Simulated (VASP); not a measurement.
Input of a VASP 6.6.1 run:

File INCAR:

```
PREC = Accurate
ENCUT = 500
EDIFF = 1E-6
ISMEAR = -1
SIGMA = 0.0272
LREAL = False
LASPH = True
NELM = 120
ALGO = Normal
ISIF = 2
LWAVE = False
LCHARG = False
GGA = PS
NBANDS = 11
GGA_COMPAT = False
```

KPOINTS

```
regular mesh
0
Gamma
  12 12 12
```

File POSCAR:

```
Pt
1.0
    0.0000000000      1.9609000000      1.9609000000
    1.9609000000      0.0000000000      1.9609000000
    1.9609000000      1.9609000000      0.0000000000
Pt
1
Direct
    0.0000000000      0.0000000000      0.0000000000
```

Potentials or basis: VASP PAW PBE potentials, release 64 (Pt).

Command:

```console
$ cat potpaw_PBE.64/Pt/POTCAR > POTCAR
$ mpirun -np 1 vasp_std > vasp.out
```

What does it give for the pressure?

-1.0 GPa.

What does it give for the band gap on the k mesh?

Zero (band 5 reaches 11.61 eV, above the bottom of band 6 at 9.37 eV).

Caveat: the PAW data sets were made with another functional, which shifts forces and pressure a little; spin-orbit coupling is left out, which moves the levels of the heavy elements.
